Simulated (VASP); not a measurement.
# P (R-3m) in VASP: further runs

The runs below take P through single point, with PBEsol.

All numbers are computed with VASP 6.6.1; they aren't measurements. Logs are shortened: lines on timing, memory, paths and dates and some standing lists are left out, and cuts for length are marked.

## 1. The cell of the first run

Symmetry: R-3m, No. 166, trigonal system. The conventional cell has a = 3.381 Å, b = 3.381 Å, c = 9.197 Å, α = 90.00°, β = 90.00°, γ = 120.00°. P (site symmetry 3m) has 6 P at 2.25 to 2.76 Å within 3.0 Å.

## 2. Single point, PBEsol

INCAR

```
ALGO = Normal
EDIFF = 1E-7
ENCUT = 520
GGA = PS
ISIF = 2
ISMEAR = -1
LASPH = T
LCHARG = T
LELF = T
LREAL = F
LVHAR = T
LWAVE = F
NBANDS = 12
NELM = 60
PREC = Accurate
SIGMA = 0.05
```

KPOINTS

```
k-points
0
Gamma
  9 9 9
```

POSCAR

```
P
1.0
    1.6904964118      0.9760085585      3.0657910646
   -1.6904964118      0.9760085585      3.0657910646
    0.0000000000     -1.9520171168      3.0657910646
P
2
Direct
    0.7729197500      0.7729197500      0.7729197500
    0.2270802500      0.2270802500      0.2270802500
```

Potentials or basis: VASP PAW PBE potentials, release 64 (P).

Command:

```
$ cat potpaw_PBE.64/P/POTCAR > POTCAR
$ mpirun -np 1 vasp_std > vasp.out
```

OUTCAR:

```text
EDIFF = 1E-7
   ENCUT = 520
   GGA = PS
   ISIF = 2
   ISMEAR = -1
   LASPH = T
   LREAL = F
   NELM = 60
   PREC = Accurate

 ion  position               nearest neighbor table
   1  0.773  0.773  0.773-   2 2.25   2 2.25   2 2.25   2 2.76   2 2.76   2 2.76
   2  0.227  0.227  0.227-   1 2.25   1 2.25   1 2.25   1 2.76   1 2.76   1 2.76

  LATTYP: Found a trigonal (rhomboedric) cell.
 ALAT       =     3.6344801109
 COS(alpha) =     0.5673129383

  Lattice vectors:

 A1 = (   1.6904964118,   0.9760085585,   3.0657910646)
 A2 = (  -1.6904964118,   0.9760085585,   3.0657910646)
 A3 = (   0.0000000000,  -1.9520171168,   3.0657910646)

Analysis of symmetry for initial positions (statically):
=====================================================================
 Subroutine PRICEL returns:
 Original cell was already a primitive cell.

 Routine SETGRP: Setting up the symmetry group for a
 trigonal (rhombohedral) supercell.

 Subroutine GETGRP returns: Found 12 space group operations
 (whereof 12 operations were pure point group operations)
 out of a pool of 12 trial point group operations.

The static configuration has the point symmetry D_3d.

Analysis of symmetry for dynamics (positions and initial velocities):
=====================================================================
 Subroutine PRICEL returns:
 Original cell was already a primitive cell.

 Routine SETGRP: Setting up the symmetry group for a
 trigonal (rhombohedral) supercell.

 Subroutine GETGRP returns: Found 12 space group operations
 (whereof 12 operations were pure point group operations)
 out of a pool of 12 trial point group operations.

The dynamic configuration has the point symmetry D_3d.

 Subroutine INISYM returns: Found 12 space group operations
 (whereof 12 operations are pure point group operations),
 and found     1 'primitive' translations

----------------------------------------------------------------------------------------

                                     Primitive cell

  volume of cell :      30.3502

  direct lattice vectors                    reciprocal lattice vectors
     1.690496412  0.976008559  3.065791065     0.295771110  0.170763530  0.108726696
    -1.690496412  0.976008559  3.065791065    -0.295771110  0.170763530  0.108726696
     0.000000000 -1.952017117  3.065791065     0.000000000 -0.341527060  0.108726696

  length of vectors
[... 83 lines left out ...]
   LREAL  =      F    real-space projection
   EDIFFG = 0.1E-05   stopping-criterion for IOM
   NSW    =      0    number of steps for IOM
   IBRION =     -1    ionic relax: 0-MD 1-quasi-New 2-CG
   NFREE  =      0    steps in history (QN), initial steepest desc. (CG)
   ISIF   =      2    stress and relaxation
   ISYM   =      2    0-nonsym 1-usesym 2-fastsym
   POTIM  = 0.5000    time-step for ionic-motion
   TEBEG  =    0.0;   TEEND  =   0.0 temperature during run
   PSTRESS=    0.0 pullay stress
   NELECT =      10.0000    total number of electrons
   NUPDOWN=      -1.0000    fix difference up-down
   EMIN   =  10.00;   EMAX   =-10.00  energy-range for DOS
   EFERMI =   0.00;   METHOD = LEGACY
   ISMEAR =    -1;   SIGMA  =   0.05  broadening in eV -4-tet -1-fermi 0-gaus
   EFERMI_NEDOS =   21; number of points for ismear=-14 and -15
   IALGO  =     38    algorithm
   IMIX   =      4    mixing-type and parameters
     AMIX     =   0.40;   BMIX     =  1.00
     AMIX_MAG =   1.60;   BMIX_MAG =  1.00
  volume/ion in A,a.u.               =      15.18       102.41
  Fermi-wavevector in a.u.,A,eV,Ry     =   1.130718  2.136747 17.395361  1.278523
  Thomas-Fermi vector in A             =   2.267415
   LORBIT       =      0    0 simple, 1 ext, 2 COOP (PROOUT), +10 PAW based schemes
   GGA     = PS    functional components
   LHFCALC =     F    Hartree Fock is set to
   AEXX    =    0.0000 exact exchange contribution
   IVDW    =     0    specifies the selected vdW correction
   LEPSILON=     F    determine dielectric tensor
   LRPA    =     F    only Hartree local field effects (RPA)
 non-spin polarized calculation
  energy-cutoff  :      520.00
  volume of cell :       30.35
 maximum number of plane-waves:       831
   NGX = 13   NGY = 13   NGZ = 13

 number of electron      10.0000000 magnetization

 Free energy of the ion-electron system (eV)
  ---------------------------------------------------
  ext. energy  EPLUGINS =         0.00000000
  ---------------------------------------------------
  free energy    TOTEN  =       -11.54874474 eV

  energy without entropy =      -11.54613355  energy(sigma->0) =      -11.54743915

 E-fermi :   9.7499     XC(G=0): -11.1400

 val. band max:        9.6902564683   @ k =   0.2222   0.1111   0.1111
 cond. band min:       9.8115448999   @ k =  -0.3333   0.1111  -0.0000
 fundamental gap:      0.1212884316
 Fermi energy:         9.7498921511

 k-point     1 :       0.0000    0.0000    0.0000
  band No.  band energies     occupation
      1      -7.3861      2.00000
      2       6.4483      2.00000
      3       6.6093      2.00000
      4       6.7860      2.00000
      5       6.7860      2.00000
      6      11.1421      0.00000
      7      12.4353      0.00000
      8      12.4353      0.00000
      9      15.5661      0.00000
     10      15.5661      0.00000
     11      16.8505      0.00000
     12      16.8506      0.00000
[... 331 lines left out ...]
 k-point    24 :       0.4444    0.4444    0.0000
  band No.  band energies     occupation
      1      -3.7137      2.00000
      2      -0.2803      2.00000
      3       2.8447      2.00000
      4       4.1092      2.00000
      5       4.1652      2.00000
      6       9.4949      1.98788
      7      16.2328      0.00000
      8      17.5048      0.00000
      9      18.2648      0.00000
     10      18.6720      0.00000
     11      22.6652      0.00000
     12      22.9348      0.00000

 [... further k-points ...]
[... 5 lines left out ...]
  --------------------------------------------------------------------------------------
  -------------------------------------------------------------------------------------
  Total        1.0764762      1.0764762      0.3417295     -0.0000000      0.0000000      0.0000000
  in kB       56.8268171     56.8268171     18.0397854     -0.0000000      0.0000000      0.0000000
  external PRESSURE =      43.8978065 kB  Pullay stress =       0.0000000 kB

 VOLUME and BASIS-vectors are now :
 -----------------------------------------------------------------------------
  energy-cutoff  :      520.00
  volume of cell :       30.35
      direct lattice vectors                 reciprocal lattice vectors
     1.690496412  0.976008559  3.065791065     0.295771110  0.170763530  0.108726696
    -1.690496412  0.976008559  3.065791065    -0.295771110  0.170763530  0.108726696
     0.000000000 -1.952017117  3.065791065     0.000000000 -0.341527060  0.108726696

 POSITION                                       TOTAL-FORCE (eV/Angst)
 -----------------------------------------------------------------------------------
      0.00000      0.00000      7.10883         0.000000     -0.000000     -0.651739
      0.00000      0.00000      2.08854         0.000000      0.000000      0.651739
 -----------------------------------------------------------------------------------
    total drift:                                0.000000     -0.000000     -0.000000

  FREE ENERGIE OF THE ION-ELECTRON SYSTEM (eV)
  ---------------------------------------------------
  free  energy   TOTEN  =       -11.5487447410 eV

  energy  without entropy=      -11.5461335490  energy(sigma->0) =      -11.54743915
```

stdout:

```text
POSCAR found type information on POSCAR P
 POSCAR found :  1 types and       2 ions
 scaLAPACK will be used
 -----------------------------------------------------------------------------
|                                                                             |
|                                                                             |
|     You enforced a specific xc type in the INCAR file but a different       |
|     I HOPE YOU KNOW WHAT YOU ARE DOING!                                     |
|                                                                             |
 -----------------------------------------------------------------------------

 LDA part: xc-table for (Slater+PW92), standard interpolation
 POSCAR, INCAR and KPOINTS ok, starting setup
 FFT: planning ... GRIDC
 FFT: planning ... GRID_SOFT
 FFT: planning ... GRID
 WAVECAR not read
 entering main loop
```

Wall time 19 s (1 thread of Intel Xeon 6975P-C (Granite Rapids), shared host); peak memory 0.15 GiB.

Results:

```yaml
Free_energy: -11.5487 eV
Pressure: 4.4 GPa
Largest_force: 0.652 eV/Å
Band_gap_on_the_k_mesh: zero (band 5 reaches 10.37 eV, above the bottom of band 6 at 9.49 eV)
```

Forces on the atoms (eV/Å):
```
P    0.000  0.000 -0.652
P    0.000  0.000  0.652
```

Stress tensor (GPa, compression positive):
```
5.68 0.00 0.00
0.00 5.68 0.00
0.00 0.00 1.80
```

Caveat: the PAW data sets were made with another functional, which shifts forces and pressure a little.

## 3. Single point, PBEsol

This run uses another cell than the first one, of 15.50 Å³/atom, 1.021 times its volume.

INCAR

```
SYSTEM = P
  PREC = Accurate
  ENCUT = 520
  EDIFF = 1E-6
  ISMEAR = -1
  SIGMA = 0.05
  LREAL = .False.
  LASPH = .True.
  NELM = 100
  ALGO = Normal
  ISIF = 2
  LWAVE = .False.
  LCHARG = .False.
  GGA = PS
  NBANDS = 12
```

KPOINTS

```
Automatic mesh
0
Gamma
  9 9 9
  0 0 0
```

POSCAR

```
P
1.0
    1.7024017084      0.9828820846      3.0873818539
   -1.7024017084      0.9828820846      3.0873818539
    0.0000000000     -1.9657641692      3.0873818539
P
2
Direct
    0.7729197500      0.7729197500      0.7729197500
    0.2270802500      0.2270802500      0.2270802500
```

Potentials or basis: VASP PAW PBE potentials, release 64 (P).

Command:

```
$ cat potpaw_PBE.64/P/POTCAR > POTCAR
$ mpirun -np 1 vasp_std > vasp.out
```

OUTCAR:

```text
SYSTEM = P
   PREC = Accurate
   ENCUT = 520
   EDIFF = 1E-6
   ISMEAR = -1
   LREAL = .False.
   LASPH = .True.
   NELM = 100
   ISIF = 2
   GGA = PS

 ion  position               nearest neighbor table
   1  0.773  0.773  0.773-   2 2.26   2 2.26   2 2.26   2 2.78   2 2.78   2 2.78
   2  0.227  0.227  0.227-   1 2.26   1 2.26   1 2.26   1 2.78   1 2.78   1 2.78

  LATTYP: Found a trigonal (rhomboedric) cell.
 ALAT       =     3.6600758846
 COS(alpha) =     0.5673129383

  Lattice vectors:

 A1 = (   1.7024017084,   0.9828820846,   3.0873818539)
 A2 = (  -1.7024017084,   0.9828820846,   3.0873818539)
 A3 = (   0.0000000000,  -1.9657641692,   3.0873818539)

Analysis of symmetry for initial positions (statically):
=====================================================================
 Subroutine PRICEL returns:
 Original cell was already a primitive cell.

 Routine SETGRP: Setting up the symmetry group for a
 trigonal (rhombohedral) supercell.

 Subroutine GETGRP returns: Found 12 space group operations
 (whereof 12 operations were pure point group operations)
 out of a pool of 12 trial point group operations.

The static configuration has the point symmetry D_3d.

Analysis of symmetry for dynamics (positions and initial velocities):
=====================================================================
 Subroutine PRICEL returns:
 Original cell was already a primitive cell.

 Routine SETGRP: Setting up the symmetry group for a
 trigonal (rhombohedral) supercell.

 Subroutine GETGRP returns: Found 12 space group operations
 (whereof 12 operations were pure point group operations)
 out of a pool of 12 trial point group operations.

The dynamic configuration has the point symmetry D_3d.

 Subroutine INISYM returns: Found 12 space group operations
 (whereof 12 operations are pure point group operations),
 and found     1 'primitive' translations

----------------------------------------------------------------------------------------

                                     Primitive cell

  volume of cell :      30.9960

  direct lattice vectors                    reciprocal lattice vectors
     1.702401708  0.982882085  3.087381854     0.293702713  0.169569340  0.107966345
    -1.702401708  0.982882085  3.087381854    -0.293702713  0.169569340  0.107966345
     0.000000000 -1.965764169  3.087381854     0.000000000 -0.339138681  0.107966345

  length of vectors
     3.660075885  3.660075885  3.660075885     0.355909787  0.355909787  0.355909787

  position of ions in fractional coordinates (direct lattice)
     0.772919750  0.772919750  0.772919750
     0.227080250  0.227080250  0.227080250

  ion indices of the primitive-cell ions
   primitive index   ion index
                 1           1
                 2           2

----------------------------------------------------------------------------------------

 KPOINTS: Automatic mesh

Automatic generation of k-mesh.
 Grid dimensions read from file:
 generate k-points for:    9    9    9

 Generating k-lattice:

  Cartesian coordinates                     Fractional coordinates (reciprocal lattice)
     0.032633635  0.018841038  0.011996261     0.111111111  0.000000000  0.000000000
    -0.032633635  0.018841038  0.011996261     0.000000000  0.111111111  0.000000000
     0.000000000 -0.037682076  0.011996261     0.000000000  0.000000000  0.111111111

  Length of vectors
     0.039545532  0.039545532  0.039545532

  Shift w.r.t. Gamma in fractional coordinates (k-lattice)
     0.000000000  0.000000000  0.000000000

 Subroutine IBZKPT returns following result:
 ===========================================

 Found     85 irreducible k-points:

 Following reciprocal coordinates:
            Coordinates               Weight
  0.000000  0.000000  0.000000      1.000000
  0.111111  0.000000  0.000000      6.000000
  0.222222  0.000000 -0.000000      6.000000
  0.333333 -0.000000  0.000000      6.000000
  0.444444  0.000000 -0.000000      6.000000
  0.111111  0.111111  0.000000      6.000000
[... 16 lines left out ...]
 -0.333333  0.333333  0.000000      6.000000
  0.444444  0.444444 -0.000000      6.000000
 [... further k-points ...]
   k-points           NKPTS =     85   k-points in BZ     NKDIM =     85   number of bands    NBANDS=     12
   number of dos      NEDOS =    301   number of ions     NIONS =      2
   total plane-waves  NPLWV =  21952
   dimension x,y,z NGX =    28 NGY =   28 NGZ =   28
   dimension x,y,z NGXF=    56 NGYF=   56 NGZF=   56
   ions per type =               2
   NGX,Y,Z   is equivalent  to a cutoff of  12.72, 12.72, 12.72 a.u.
   NGXF,Y,Z  is equivalent  to a cutoff of  25.44, 25.44, 25.44 a.u.
 SYSTEM =  P
   PREC   = accura    normal or accurate (medium, high low for compatibility)
   ISTART =      0    job   : 0-new  1-cont  2-samecut
   ICHARG =      2    charge: 1-file 2-atom 10-const
   ISPIN  =      1    spin polarized calculation?
   LNONCOLLINEAR =      F non collinear calculations
   LSORBIT =      F    spin-orbit coupling
   LASPH  =      T    aspherical Exc in radial PAW
   ENCUT  =  520.0 eV  38.22 Ry    6.18 a.u.   6.81  6.81  6.81*2*pi/ulx,y,z
   NELM   =    100;   NELMIN=  2; NELMDL= -5     # of ELM steps
   EDIFF  = 0.1E-05   stopping-criterion for ELM
   LREAL  =      F    real-space projection
   EDIFFG = 0.1E-04   stopping-criterion for IOM
   NSW    =      0    number of steps for IOM
   IBRION =     -1    ionic relax: 0-MD 1-quasi-New 2-CG
   NFREE  =      0    steps in history (QN), initial steepest desc. (CG)
   ISIF   =      2    stress and relaxation
   ISYM   =      2    0-nonsym 1-usesym 2-fastsym
   POTIM  = 0.5000    time-step for ionic-motion
   TEBEG  =    0.0;   TEEND  =   0.0 temperature during run
   PSTRESS=    0.0 pullay stress
   NELECT =      10.0000    total number of electrons
   NUPDOWN=      -1.0000    fix difference up-down
   EMIN   =  10.00;   EMAX   =-10.00  energy-range for DOS
   EFERMI =   0.00;   METHOD = LEGACY
   ISMEAR =    -1;   SIGMA  =   0.05  broadening in eV -4-tet -1-fermi 0-gaus
   EFERMI_NEDOS =   21; number of points for ismear=-14 and -15
   IALGO  =     38    algorithm
   IMIX   =      4    mixing-type and parameters
     AMIX     =   0.40;   BMIX     =  1.00
     AMIX_MAG =   1.60;   BMIX_MAG =  1.00
  volume/ion in A,a.u.               =      15.50       104.59
  Fermi-wavevector in a.u.,A,eV,Ry     =   1.122811  2.121804 17.152912  1.260703
  Thomas-Fermi vector in A             =   2.259473
   LORBIT       =      0    0 simple, 1 ext, 2 COOP (PROOUT), +10 PAW based schemes
   GGA     = PS    functional components
   LHFCALC =     F    Hartree Fock is set to
   AEXX    =    0.0000 exact exchange contribution
   IVDW    =     0    specifies the selected vdW correction
   LEPSILON=     F    determine dielectric tensor
   LRPA    =     F    only Hartree local field effects (RPA)
 non-spin polarized calculation
  energy-cutoff  :      520.00
  volume of cell :       31.00
 maximum number of plane-waves:       851
   NGX = 13   NGY = 13   NGZ = 13

 number of electron      10.0000000 magnetization

 Free energy of the ion-electron system (eV)
  ---------------------------------------------------
  ext. energy  EPLUGINS =         0.00000000
  ---------------------------------------------------
  free energy    TOTEN  =       -11.56187704 eV

  energy without entropy =      -11.55984697  energy(sigma->0) =      -11.56086201

 E-fermi :   9.4579     XC(G=0): -11.0485

 val. band max:        9.3535143974   @ k =   0.4444   0.4444   0.4444
 cond. band min:       9.5148653966   @ k =   0.2222   0.2222   0.2222
 fundamental gap:      0.1613509992
 Fermi energy:         9.4579134941

 k-point     1 :       0.0000    0.0000    0.0000
  band No.  band energies     occupation
      1      -7.4669      2.00000
      2       6.1685      2.00000
      3       6.2117      2.00000
      4       6.5243      2.00000
      5       6.5243      2.00000
      6      10.8191      0.00000
      7      12.1286      0.00000
      8      12.1286      0.00000
      9      15.2584      0.00000
     10      15.2584      0.00000
     11      16.5757      0.00000
     12      16.5758      0.00000
[... 331 lines left out ...]
 k-point    24 :       0.4444    0.4444   -0.0000
  band No.  band energies     occupation
      1      -3.8787      2.00000
      2      -0.4680      2.00000
      3       2.6077      2.00000
      4       3.9123      2.00000
      5       3.9795      2.00000
      6       9.3083      1.90447
      7      15.7803      0.00000
      8      17.0575      0.00000
      9      17.7501      0.00000
     10      18.3663      0.00000
     11      22.2936      0.00000
     12      22.5038      0.00000

 [... further k-points ...]
[... 5 lines left out ...]
  --------------------------------------------------------------------------------------
  -------------------------------------------------------------------------------------
  Total        0.5943690      0.5943690      0.0221010     -0.0000000      0.0000000     -0.0000000
  in kB       30.7228606     30.7228606      1.1423955     -0.0000000      0.0000000     -0.0000000
  external PRESSURE =      20.8627056 kB  Pullay stress =       0.0000000 kB

 VOLUME and BASIS-vectors are now :
 -----------------------------------------------------------------------------
  energy-cutoff  :      520.00
  volume of cell :       31.00
      direct lattice vectors                 reciprocal lattice vectors
     1.702401708  0.982882085  3.087381854     0.293702713  0.169569340  0.107966345
    -1.702401708  0.982882085  3.087381854    -0.293702713  0.169569340  0.107966345
     0.000000000 -1.965764169  3.087381854     0.000000000 -0.339138681  0.107966345

 POSITION                                       TOTAL-FORCE (eV/Angst)
 -----------------------------------------------------------------------------------
      0.00000      0.00000      7.15890         0.000000      0.000000     -0.497682
      0.00000      0.00000      2.10325         0.000000     -0.000000      0.497682
 -----------------------------------------------------------------------------------
    total drift:                                0.000000     -0.000000     -0.000000

  FREE ENERGIE OF THE ION-ELECTRON SYSTEM (eV)
  ---------------------------------------------------
  free  energy   TOTEN  =       -11.5618770432 eV

  energy  without entropy=      -11.5598469747  energy(sigma->0) =      -11.56086201
```

Wall time 15 s (1 thread of Intel Xeon 6975P-C (Granite Rapids), shared host); peak memory 0.15 GiB.

Results:

| Quantity | Value |
| --- | --- |
| Free energy | -11.5619 eV |
| Pressure | 2.1 GPa |
| Largest force | 0.498 eV/Å |
| Band gap on the k mesh | zero (band 5 reaches 10.08 eV, above the bottom of band 6 at 9.31 eV) |

Forces on the atoms (eV/Å):
```
P    0.000  0.000 -0.498
P    0.000  0.000  0.498
```

Levels at points of the mesh, in eV from the Fermi level:
```
           k point  band 1  band 2  band 3  band 4  band 5  band 6  band 7  band 8  band 9  band 10
(0.00, 0.00, 0.00)  -16.92   -3.29   -3.25   -2.93   -2.93    1.36    2.67    2.67    5.80     5.80
```

Caveat: the PAW data sets were made with another functional, which shifts forces and pressure a little.
